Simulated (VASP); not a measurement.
# CoPtO2 (R-3m) in VASP: further runs

Runs on CoPtO2. Level: PBE+U. Tasks: single point.

All numbers are computed with VASP 6.6.1; they aren't measurements. Logs are shortened: lines on timing, memory, paths and dates and some standing lists are left out, and cuts for length are marked.

## (1) The cell of the first run

It takes space group R-3m (No. 166, trigonal). Conventional cell: a = 2.825 Å, b = 2.825 Å, c = 17.818 Å, α = 90.00°, β = 90.00°, γ = 120.00°. Within 2.5 Å of Co (site symmetry -3m) lie 6 O at 1.90 Å. Within 2.6 Å of Pt (site symmetry -3m) lie 2 O at 2.00 Å. Within 2.6 Å of O (site symmetry 3m) lie 3 Co at 1.90 Å and 1 Pt at 2.00 Å and 3 O at 2.53 Å.

## (2) Single point, PBE+U, collinear spin, ferromagnetic start

Input file INCAR:

```
SYSTEM = CoPtO2
ALGO = Normal
EDIFF = 1E-7
ENCUT = 520
GGA = PE
ISIF = 2
ISMEAR = -1
ISPIN = 2
LASPH = .True.
LCHARG = .False.
LDAU = .True.
LDAUJ = 0 0 0
LDAUL = 2 -1 -1
LDAUPRINT = 1
LDAUTYPE = 2
LDAUU = 3 0 0
LMAXMIX = 4
LORBIT = 11
LREAL = .False.
LWAVE = .False.
MAGMOM = 2 0.6 0 0
NBANDS = 28
NELM = 150
PREC = Accurate
SIGMA = 0.05
```

Input file KPOINTS:

```
k-points
0
Gamma
  12 12 12
  0 0 0
```

Input file POSCAR:

```
CoPtO2
1.0
    1.4122699173      0.8153744169      5.9393891094
   -1.4122699173      0.8153744169      5.9393891094
    0.0000000000     -1.6307488338      5.9393891094
Co Pt O
1 1 2
Direct
    0.5000000000      0.5000000000      0.5000000000
    0.0000000000      0.0000000000      0.0000000000
    0.8877559700      0.8877559700      0.8877559700
    0.1122440300      0.1122440300      0.1122440300
```

Potentials or basis: VASP PAW PBE potentials, release 64 (Co, Pt, O).

Started as:

```bash
cat potpaw_PBE.64/Co/POTCAR potpaw_PBE.64/Pt/POTCAR potpaw_PBE.64/O/POTCAR > POTCAR
mpirun -np 1 vasp_std > vasp.out
```

OUTCAR:

```text
SYSTEM = CoPtO2
   EDIFF = 1E-7
   ENCUT = 520
   GGA = PE
   ISIF = 2
   ISMEAR = -1
   ISPIN = 2
   LASPH = .True.
   LORBIT = 11
   LREAL = .False.
   NELM = 150
   PREC = Accurate

 ion  position               nearest neighbor table
   1  0.500  0.500  0.500-   4 1.90   3 1.90   4 1.90   4 1.90   3 1.90   3 1.90
   2  0.000  0.000  0.000-   3 2.00   4 2.00
   3  0.888  0.888  0.888-   1 1.90   1 1.90   1 1.90   2 2.00
   4  0.112  0.112  0.112-   1 1.90   1 1.90   1 1.90   2 2.00

  LATTYP: Found a trigonal (rhomboedric) cell.
 ALAT       =     6.1591951383
 COS(alpha) =     0.8948480128

  Lattice vectors:

 A1 = (   1.4122699173,   0.8153744169,   5.9393891094)
 A2 = (  -1.4122699173,   0.8153744169,   5.9393891094)
 A3 = (   0.0000000000,  -1.6307488338,   5.9393891094)

Analysis of symmetry for initial positions (statically):
=====================================================================
 Subroutine PRICEL returns:
 Original cell was already a primitive cell.

 Routine SETGRP: Setting up the symmetry group for a
 trigonal (rhombohedral) supercell.

 Subroutine GETGRP returns: Found 12 space group operations
 (whereof 12 operations were pure point group operations)
 out of a pool of 12 trial point group operations.

The static configuration has the point symmetry D_3d.

Analysis of symmetry for dynamics (positions and initial velocities):
=====================================================================
 Subroutine PRICEL returns:
 Original cell was already a primitive cell.

 Routine SETGRP: Setting up the symmetry group for a
 trigonal (rhombohedral) supercell.

 Subroutine GETGRP returns: Found 12 space group operations
 (whereof 12 operations were pure point group operations)
 out of a pool of 12 trial point group operations.

The dynamic configuration has the point symmetry D_3d.

Analysis of structural, dynamic, and magnetic symmetry:
=====================================================================
[... 183 lines left out ...]
  o =  0.4071  v =  0.0000  0.0000  0.0000  0.0000  0.0000 -0.5747  0.0000  0.0000  0.8184 -0.0000      0.0000  0.0000  0.0000  0.0000  0.0000  0.0000  0.0000  0.0000  0.0000  0.0000
  o =  0.9651  v =  0.0000  0.5747  0.0000 -0.0000  0.8184  0.0000  0.0000  0.0000  0.0000  0.0000      0.0000  0.0000  0.0000  0.0000  0.0000  0.0000  0.0000  0.0000  0.0000  0.0000
  o =  0.9651  v = -0.8184  0.0000 -0.0000 -0.5747  0.0000  0.0000  0.0000  0.0000  0.0000  0.0000      0.0000  0.0000  0.0000  0.0000  0.0000  0.0000  0.0000  0.0000  0.0000  0.0000
  o =  0.9652  v =  0.0000  0.0000  0.0000  0.0000  0.0000  0.0000  0.5747  0.0000 -0.0000  0.8184      0.0000  0.0000  0.0000  0.0000  0.0000  0.0000  0.0000  0.0000  0.0000  0.0000
  o =  0.9652  v =  0.0000  0.0000  0.0000  0.0000  0.0000 -0.8184  0.0000 -0.0000 -0.5747  0.0000      0.0000  0.0000  0.0000  0.0000  0.0000  0.0000  0.0000  0.0000  0.0000  0.0000
  o =  0.9658  v =  0.0000 -0.0000  1.0000 -0.0000 -0.0000  0.0000  0.0000  0.0000  0.0000  0.0000      0.0000  0.0000  0.0000  0.0000  0.0000  0.0000  0.0000  0.0000  0.0000  0.0000
  o =  0.9659  v =  0.0000  0.0000  0.0000  0.0000  0.0000  0.0000 -0.0000  1.0000 -0.0000 -0.0000      0.0000  0.0000  0.0000  0.0000  0.0000  0.0000  0.0000  0.0000  0.0000  0.0000

 number of electron      30.9999999 magnetization      -0.0003054

 Free energy of the ion-electron system (eV)
  ---------------------------------------------------
  ext. energy  EPLUGINS =         0.00000000
  ---------------------------------------------------
  free energy    TOTEN  =       -24.55693602 eV

  energy without entropy =      -24.54713587  energy(sigma->0) =      -24.55203595

 E-fermi :   8.8048     XC(G=0): -12.6757

 val. band max:        8.7989448443   @ k =   0.4167   0.3333   0.0000
 cond. band min:       8.8087702953   @ k =   0.4167   0.0833   0.0000
 fundamental gap:      0.0098254510
 Fermi energy:         8.8047618913

 spin component 1

 k-point     1 :       0.0000    0.0000    0.0000
  band No.  band energies     occupation
      1     -12.8187      1.00000
      2     -10.9085      1.00000
      3      -1.0562      1.00000
      4       1.6447      1.00000
      5       2.2168      1.00000
      6       2.2168      1.00000
[... 1433 lines left out ...]
     26      24.5715      0.00000
     27      25.9243      0.00000

 [... further k-points ...]

 [bands above 27 left out]

------------------------ aborting loop because EDIFF is reached ----------------------------------------

  FORCE on cell =-STRESS in cart. coord.  units (eV):
  Direction    XX          YY          ZZ          XY          YZ          ZX
  --------------------------------------------------------------------------------------
  -------------------------------------------------------------------------------------
  Total        1.3980103      1.3980103      1.6033424     -0.0000000      0.0000000      0.0000000
  in kB       54.5824620     54.5824620     62.5992380     -0.0000000      0.0000000      0.0000000
  external PRESSURE =      57.2547207 kB  Pullay stress =       0.0000000 kB

 VOLUME and BASIS-vectors are now :
 -----------------------------------------------------------------------------
  energy-cutoff  :      520.00
  volume of cell :       41.04
      direct lattice vectors                 reciprocal lattice vectors
     1.412269917  0.815374417  5.939389109     0.354039971  0.204405072  0.056122495
    -1.412269917  0.815374417  5.939389109    -0.354039971  0.204405072  0.056122495
     0.000000000 -1.630748834  5.939389109     0.000000000 -0.408810145  0.056122495

 POSITION                                       TOTAL-FORCE (eV/Angst)
 -----------------------------------------------------------------------------------
      0.00000      0.00000      8.90908         0.000000      0.000000     -0.000000
      0.00000      0.00000      0.00000        -0.000000      0.000000     -0.000000
      0.00000      0.00000     15.81818         0.000000     -0.000000      0.127147
      0.00000      0.00000      1.99998         0.000000     -0.000000     -0.127147
 -----------------------------------------------------------------------------------
    total drift:                                0.000000      0.000000     -0.000000

  FREE ENERGIE OF THE ION-ELECTRON SYSTEM (eV)
  ---------------------------------------------------
  free  energy   TOTEN  =       -24.5569360249 eV

  energy  without entropy=      -24.5471358721  energy(sigma->0) =      -24.55203595

 total charge

# of ion       s       p       d       tot
------------------------------------------
    1        0.432   0.671   7.383   8.487
    2        0.649   0.576   8.004   9.229
    3        1.555   3.470   0.000   5.025
    4        1.555   3.470   0.000   5.025
--------------------------------------------------
tot          4.191   8.187  15.387  27.765

 magnetization (x)

# of ion       s       p       d       tot
------------------------------------------
    1       -0.000  -0.000  -0.000  -0.000
    2       -0.000  -0.000  -0.000  -0.000
    3        0.000   0.000   0.000   0.000
    4        0.000   0.000   0.000   0.000
--------------------------------------------------
tot         -0.000   0.000  -0.000  -0.000
```

stdout:

```text
POSCAR found type information on POSCAR CoPtO
 POSCAR found :  3 types and       4 ions
 scaLAPACK will be used
 LDA part: xc-table for (Slater+PW92), standard interpolation
 POSCAR, INCAR and KPOINTS ok, starting setup
 FFT: planning ... GRIDC
 FFT: planning ... GRID_SOFT
 FFT: planning ... GRID
 WAVECAR not read
 entering main loop
```

Run time: 27 min. Hardware: 1 thread of Intel Xeon Platinum 8488C (Sapphire Rapids), shared host; peak memory 0.66 GiB.

Results:

```
Free energy                                           : -24.5569 eV
Pressure                                              : 5.7 GPa
Largest force                                         : 0.127 eV/Å
Net moment                                            : 0.00 μB per cell
Valence electrons inside the program's atomic spheres : Co 8.49; Pt 9.23; O 5.03
```

Forces in eV/Å, atoms in the order of the input:
```
Co   0.000  0.000  0.000
Pt   0.000  0.000  0.000
O    0.000  0.000  0.127
O    0.000  0.000 -0.127
```

Stress tensor (GPa, compression positive):
```
5.46 0.00 0.00
0.00 5.46 0.00
0.00 0.00 6.26
```

Levels at points of the mesh, in eV from the Fermi level:
Spin up:
```csv
k point,band 13,band 14,band 15,band 16,band 17,band 18,band 19,band 20
"(0.00, 0.00, 0.00)",-3.07,-2.76,-1.72,-1.72,1.88,1.88,2.67,5.50
"(0.50, 0.00, 0.00)",-2.31,-1.53,-0.09,1.10,1.22,1.41,2.40,7.03
"(0.50, 0.50, 0.00)",-2.16,-2.09,-0.09,0.22,1.82,2.15,2.41,7.69
"(0.50, 0.50, 0.50)",-3.05,-2.05,-0.82,-0.82,1.48,1.48,3.93,4.47
```
Spin down:
```
           k point  band 13  band 14  band 15  band 16  band 17  band 18  band 19  band 20
(0.00, 0.00, 0.00)    -3.07    -2.76    -1.72    -1.72     1.88     1.88     2.67     5.50
(0.50, 0.00, 0.00)    -2.31    -1.53    -0.09     1.10     1.22     1.41     2.40     7.03
(0.50, 0.50, 0.00)    -2.16    -2.09    -0.09     0.22     1.82     2.15     2.41     7.69
(0.50, 0.50, 0.50)    -3.06    -2.05    -0.82    -0.82     1.48     1.48     3.93     4.47
```

Eigenvalues of the final occupation matrices:
```tsv
site	spin	trace	eigenvalues
site 1 d	1	3.71	0.41 0.41 0.97 0.97 0.97
site 1 d	2	3.71	0.41 0.41 0.97 0.97 0.97
```

Caveat: the cell stands under pressure; the moments typed at the start vanished in this run; spin-orbit coupling is left out, which moves the levels of the heavy elements. The state reached can hang on the start; a lower one may exist.

## (3) Single point, PBE+U, collinear spin, ferromagnetic start

POSCAR is that of step 2.

Input file INCAR.step1:

```
PREC     = Accurate       # precision mode
ENCUT    = 520            # plane-wave cutoff, eV
EDIFF    = 1E-6           # SCF threshold, eV
ISMEAR   = -1             # smearing method
SIGMA    = 0.05           # smearing width, eV
LREAL    = False          # projectors in reciprocal space
LASPH    = True           # aspherical terms in the spheres
NELM     = 150            # most SCF steps
ALGO     = Normal         # electronic algorithm
ISIF     = 2              # what is computed and relaxed
LWAVE    = False          # write WAVECAR
LCHARG   = True           # write CHGCAR
ISPIN    = 2              # spin polarisation
MAGMOM   = 2 0.6 0 0      # initial moments
LMAXMIX  = 4              # l up to which the mixer works
LDAU     = True           # DFT+U
LDAUTYPE = 2            
LDAUL    = 2 -1 -1        # shell
LDAUU    = 6 0 0          # U, eV
LDAUJ    = 0 0 0        
LDAUPRINT= 1            
GGA      = PE             # functional
NBANDS   = 28             # bands
```

Input file KPOINTS.step1:

```
Automatic mesh
0
Gamma
  12 12 12
```

Input file INCAR.step2:

```
PREC     = Accurate       # precision mode
ENCUT    = 520            # plane-wave cutoff, eV
EDIFF    = 1E-6           # SCF threshold, eV
ISMEAR   = -5             # smearing method
SIGMA    = 0.05           # smearing width, eV
LREAL    = False          # projectors in reciprocal space
LASPH    = True           # aspherical terms in the spheres
NELM     = 150            # most SCF steps
ALGO     = Normal         # electronic algorithm
ISIF     = 2              # what is computed and relaxed
LWAVE    = False          # write WAVECAR
LCHARG   = False          # write CHGCAR
ISPIN    = 2              # spin polarisation
MAGMOM   = 2 0.6 0 0      # initial moments
LORBIT   = 10             # projections on sites
LMAXMIX  = 4              # l up to which the mixer works
LDAU     = True           # DFT+U
LDAUTYPE = 2            
LDAUL    = 2 -1 -1        # shell
LDAUU    = 6 0 0          # U, eV
LDAUJ    = 0 0 0        
LDAUPRINT= 1            
GGA      = PE             # functional
NBANDS   = 28             # bands
NEDOS    = 1001           # points of the DOS
ICHARG   = 11             # starting density
```

Input file KPOINTS.step2:

```
Automatic mesh
0
Gamma
  18 18 18
```

Potentials or basis: VASP PAW PBE potentials, release 64 (Co, Pt, O).

Started as:

```bash
cat potpaw_PBE.64/Co/POTCAR potpaw_PBE.64/Pt/POTCAR potpaw_PBE.64/O/POTCAR > POTCAR
cp INCAR.step1 INCAR
cp KPOINTS.step1 KPOINTS
mpirun -np 1 vasp_std > vasp.out
cp INCAR.step2 INCAR
cp KPOINTS.step2 KPOINTS
mpirun -np 1 vasp_std > vasp.out
```

OUTCAR:

```text
PREC = Accurate
   ENCUT = 520
   EDIFF = 1E-6
   ISMEAR = -5
   LREAL = False
   LASPH = True
   NELM = 150
   ISIF = 2
   ISPIN = 2
   LORBIT = 10
   GGA = PE
   ICHARG = 11

 ion  position               nearest neighbor table
   1  0.500  0.500  0.500-   4 1.90   3 1.90   4 1.90   4 1.90   3 1.90   3 1.90
   2  0.000  0.000  0.000-   3 2.00   4 2.00
   3  0.888  0.888  0.888-   1 1.90   1 1.90   1 1.90   2 2.00
   4  0.112  0.112  0.112-   1 1.90   1 1.90   1 1.90   2 2.00

  LATTYP: Found a trigonal (rhomboedric) cell.
 ALAT       =     6.1591951383
[... 1710 lines left out ...]
      direct lattice vectors                 reciprocal lattice vectors
     1.412269917  0.815374417  5.939389109     0.354039971  0.204405072  0.056122495
    -1.412269917  0.815374417  5.939389109    -0.354039971  0.204405072  0.056122495
     0.000000000 -1.630748834  5.939389109     0.000000000 -0.408810145  0.056122495

 POSITION                                       TOTAL-FORCE (eV/Angst)
 -----------------------------------------------------------------------------------
      0.00000      0.00000      8.90908         0.000000      0.000000      0.000000
      0.00000      0.00000      0.00000         0.000000     -0.000000      0.000000
      0.00000      0.00000     15.81818         0.000000      0.000000      2.013918
      0.00000      0.00000      1.99998         0.000000     -0.000000     -2.013918
 -----------------------------------------------------------------------------------
    total drift:                                0.000000      0.000000     -0.000000

  FREE ENERGIE OF THE ION-ELECTRON SYSTEM (eV)
  ---------------------------------------------------
  free  energy   TOTEN  =       -22.8026193378 eV

  energy  without entropy=      -22.8026193378  energy(sigma->0) =      -22.80261934

 total charge

# of ion       s       p       d       tot
------------------------------------------
    1        0.438   0.685   7.320   8.443
    2        0.648   0.587   8.020   9.255
    3        1.568   3.476   0.000   5.044
    4        1.568   3.476   0.000   5.044
--------------------------------------------------
tot          4.223   8.224  15.340  27.787

 magnetization (x)

# of ion       s       p       d       tot
------------------------------------------
    1        0.016   0.017   2.361   2.394
    2        0.006   0.010  -0.124  -0.109
    3        0.013  -0.122   0.000  -0.109
    4        0.013  -0.122   0.000  -0.109
--------------------------------------------------
tot          0.047  -0.217   2.237   2.067
```

OUTCAR.step1:

```text
PREC = Accurate
   ENCUT = 520
   EDIFF = 1E-6
   ISMEAR = -1
   LREAL = False
   LASPH = True
[... 1729 lines left out ...]
      0.00000      0.00000      0.00000        -0.000000      0.000000     -0.000000
      0.00000      0.00000     15.81818        -0.000000      0.000000      2.080002
      0.00000      0.00000      1.99998        -0.000000     -0.000000     -2.080002
 -----------------------------------------------------------------------------------
    total drift:                                0.000000      0.000000     -0.000000

  FREE ENERGIE OF THE ION-ELECTRON SYSTEM (eV)
  ---------------------------------------------------
  free  energy   TOTEN  =       -22.7998490060 eV

  energy  without entropy=      -22.7857689092  energy(sigma->0) =      -22.79280896
```

Run time: 1.9 h. Hardware: 1 thread of Oxide Virtual Turin-like, shared host; peak memory 1.2 GiB.

What came out:

```yaml
Net_moment: 2.11 μB per cell
Site_moments: Co +2.39; Pt -0.11; O -0.11 μB
Valence_electrons_inside_the_program's_atomic_spheres: Co 8.44; Pt 9.26; O 5.04
```

Eigenvalues of the final occupation matrices:
```csv
site,spin,trace,eigenvalues
site 1 d,1,4.89,0.97 0.97 0.98 0.98 0.99
site 1 d,2,2.50,0.04 0.25 0.25 0.98 0.98
```

Caveat: spin-orbit coupling is left out, which moves the levels of the heavy elements; a cell with one magnetic atom can't hold antiferromagnetic order, which such compounds often take. The state reached can hang on the start; a lower one may exist.
